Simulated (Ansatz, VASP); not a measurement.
**One calculation of AgCl, two programs**

```
Ag Cl
1.0
     0.00000    2.77317    2.77317
     2.77317    0.00000    2.77317
     2.77317    2.77317    0.00000
Ag Cl
1 1
Direct
  0.00000 0.00000 0.00000
  0.50000 0.50000 0.50000
```

Alike in both runs: task single point; functional PBE-based screened hybrid; k mesh 4 × 4 × 4; no spin polarisation.

|  | VASP | Ansatz |
| --- | --- | --- |
| version | VASP 6.6.1 | Ansatz 0.2.0 |
| potentials or method | VASP PAW PBE potentials, release 64 (Ag, Cl) | plane waves |
| plane-wave cutoff (eV) | 520 | 420 |
| occupations | gaussian, width 0.01 eV | fixed |
| valence electrons in the cell | 18 | 26 |

```tsv
	VASP	Ansatz	Ansatz less VASP
gap on the k mesh at the Fermi level (eV)	5.62	5.69	+0.071
pressure (GPa)	0.9	1.1	+0.18
```

VASP's potentials were made for PBE, not for PBE-based screened hybrid. VASP's potentials hold 18 valence electrons a cell and Ansatz's 26, so a difference there can come from the potentials and not from the codes. Ansatz's warnings: stress exchange threshold loose, stress scf threshold loose.

The k mesh is coarse, so the values compare programs but aren't converged.
